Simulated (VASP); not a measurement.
Here is a VASP 6.6.1 calculation.

The input INCAR:

```
SYSTEM = Ho3N
ALGO = Normal
EDIFF = 1E-6
ENCUT = 600
GGA = PE
GGA_COMPAT = .FALSE.
ISIF = 2
ISMEAR = 0
LASPH = .TRUE.
LCHARG = .FALSE.
LMAXMIX = 6
LREAL = .FALSE.
LWAVE = .FALSE.
NBANDS = 24
NELM = 200
PREC = Accurate
SIGMA = 0.2
```

File KPOINTS:

```
k-points
0
G
  5 5 5
  0 0 0
```

POSCAR

```
Ho3N
1.0
    0.0000000000      3.5688633937      3.5688633937
    3.5688633937      0.0000000000      3.5688633937
    3.5688633937      3.5688633937      0.0000000000
Ho N
3 1
Direct
    0.5000000000      0.5000000000      0.5000000000
    0.7500000000      0.7500000000      0.7500000000
    0.2500000000      0.2500000000      0.2500000000
    0.0000000000      0.0000000000      0.0000000000
```

Potentials or basis: VASP PAW PBE potentials, release 64 (Ho_3, N), 4f in core.

Run with:

```console
$ cat potpaw_PBE.64/Ho_3/POTCAR potpaw_PBE.64/N/POTCAR > POTCAR
$ mpirun -np 1 vasp_std > vasp.out
```

Problem. Predict the band gap on the k mesh.

Solution. Zero (bands 16 and 17 overlap by 0.25 eV).

Problem. Predict the pressure.

Solution. 0.4 GPa.

Caveat: spin-orbit coupling is left out, which moves the levels of the heavy elements; the 4f electrons are frozen in the core, so they carry no moment and show no levels; the run has no spin polarisation, though such a crystal can be magnetic. Spin polarisation is off, so any magnetic state and its effect on volume and gap are missing.
